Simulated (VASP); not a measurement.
Crystal: PbO2.

```
Pb O
1.0
     1.72316    0.99487    4.44785
    -1.72316    0.99487    4.44785
     0.00000   -1.98974    4.44785
Pb O
1 2
Direct
  0.00000 0.00000 0.00000
  0.25565 0.25565 0.25565
  0.74435 0.74435 0.74435
```

Base run:

```yaml
Program: VASP 6.6.1
Functional: LDA
Potentials_or_basis: VASP PAW LDA potentials, release 64 (Pb_d, O)
Cutoff: 520 eV
k_mesh: 12 × 12 × 12
Occupations: gaussian, width 0.05 eV
Spin: no spin polarisation
```

Its results: pressure -8.1 GPa; largest force 0.383 eV/Å.

The run is repeated on the same cell with these changes: functional from LDA to PBEsol; potentials or basis from VASP PAW LDA potentials, release 64 (Pb_d, O) to VASP PAW PBE potentials, release 64 (Pb_d, O). What comes out?

Pressure -4.5 GPa; largest force 0.194 eV/Å.

Caveats: the PAW data sets were made with another functional, which shifts forces and pressure a little (some runs).
